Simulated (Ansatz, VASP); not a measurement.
# Sb in VASP and in Ansatz

The input POSCAR:

```
Sb
1.0
   -1.8713408863      1.8713408863      1.8713408863
    1.8713408863     -1.8713408863      1.8713408863
    1.8713408863      1.8713408863     -1.8713408863
Sb
1
Direct
    0.0000000000      0.0000000000      0.0000000000
```

INCAR.step1

```
ALGO     = Normal         # electronic algorithm
EDIFF    = 1E-5           # SCF threshold, eV
ENCUT    = 520            # plane-wave cutoff, eV
GGA      = PE             # functional
ISIF     = 2              # what is computed and relaxed
ISMEAR   = -1             # smearing method
LASPH    = T              # aspherical terms in the spheres
LREAL    = F              # projectors in reciprocal space
LWAVE    = T              # write WAVECAR
NBANDS   = 8              # bands
NELM     = 80             # most SCF steps
PREC     = Accurate       # precision mode
SIGMA    = 0.05           # smearing width, eV
```

File INCAR.step2:

```
AEXX     = 0.35           # exact-exchange fraction
ALGO     = Normal         # electronic algorithm
EDIFF    = 1E-6           # SCF threshold, eV
ENCUT    = 520            # plane-wave cutoff, eV
GGA      = PE             # functional
HFSCREEN = 0.2078699      # screening, 1/A
ISIF     = 2              # what is computed and relaxed
ISMEAR   = -1             # smearing method
ISTART   = 1            
LASPH    = T              # aspherical terms in the spheres
LCHARG   = T              # write CHGCAR
LELF     = T              # ELF
LHFCALC  = T              # exact exchange
LREAL    = F              # projectors in reciprocal space
LVHAR    = T            
LWAVE    = F              # write WAVECAR
NBANDS   = 8              # bands
NELM     = 80             # most SCF steps
PREC     = Accurate       # precision mode
PRECFOCK = Normal       
SIGMA    = 0.05           # smearing width, eV
```

The input KPOINTS:

```
k-points
0
Gamma
  6 6 6
```

The input input.yaml:

```yaml
crystal:
  lattice:
    - [-1.8713408863, 1.8713408863, 1.8713408863]
    - [1.8713408863, -1.8713408863, 1.8713408863]
    - [1.8713408863, 1.8713408863, -1.8713408863]
  atoms:
    - { symbol: Sb, position: [0.0, 0.0, 0.0] }
hamiltonian:
  xc:
    exchange: pbe
    correlation: pbe
    exx: { coeff: 0.35, omega: 0.2078699 }
  pseudopotentials: { kind: paw }
kpoints:
  mp_grid: { grid: [6, 6, 6] }
scf:
  occupations: { method: fermi_dirac, width: 0.05 }
output:
  forces: true
  stress: true
  eigenvalues: true
```

Alike in both runs: task single point; functional PBE-based screened hybrid with a share of 0.35 of exact exchange and HFSCREEN = 0.2078699; k mesh 6 × 6 × 6; occupations fermi-dirac, width 0.05 eV; no spin polarisation.

|  | VASP | Ansatz |
| --- | --- | --- |
| version | VASP 6.6.1 | Ansatz 0.2.0 |
| potentials or method | VASP PAW PBE potentials, release 64 (Sb) | Ansatz PAW |
| plane-wave cutoff (eV) | 520 | 420 |
| valence electrons in the cell | 5 | 15 |

Ansatz gave:

* gap on the k mesh at the Fermi level (eV): none
* pressure (GPa): 0.5

Question: What did VASP give for the same quantities?

Answer: gap on the k mesh at the Fermi level (eV): none; pressure (GPa): -1.4.

VASP's potentials were made for PBE, not for PBE-based screened hybrid. A gap of «none» marks a metal or a gap that the smearing closes. With one functional, cell and mesh, what is left measures potentials, basis and numerics. VASP's potentials hold 5 valence electrons a cell and Ansatz's 15, so a difference there can come from the potentials and not from the codes.

The k mesh is coarse, so the values compare programs but aren't converged. Neither program's run includes spin-orbit coupling.
